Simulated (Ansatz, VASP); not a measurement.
**Two plane-wave programs on AgBr**

```
CELL_PARAMETERS angstrom
0.00000 2.92138 2.92138
2.92138 0.00000 2.92138
2.92138 2.92138 0.00000
ATOMIC_POSITIONS crystal
Ag 0.00000 0.00000 0.00000
Br 0.50000 0.50000 0.50000
```

Alike in both runs: task single point; functional r2SCAN; k mesh 6 × 6 × 6; no spin polarisation.

```csv
,VASP,Ansatz
version,VASP 6.6.1,Ansatz 0.2.0
potentials or method,"VASP PAW PBE potentials, release 64 (Ag, Br)","plane waves, PAW"
plane-wave cutoff (eV),550,500
occupations,"gaussian, width 0.01 eV",fixed
valence electrons in the cell,18,26
```

```csv
,VASP,Ansatz,Ansatz less VASP
gap on the k mesh at the Fermi level (eV),1.25,1.30,+0.046
pressure (GPa),-1.3,-1.2,+0.05
```

VASP's potentials were made for PBE, not for r2SCAN. VASP's potentials hold 18 valence electrons a cell and Ansatz's 26, so a difference there can come from the potentials and not from the codes.
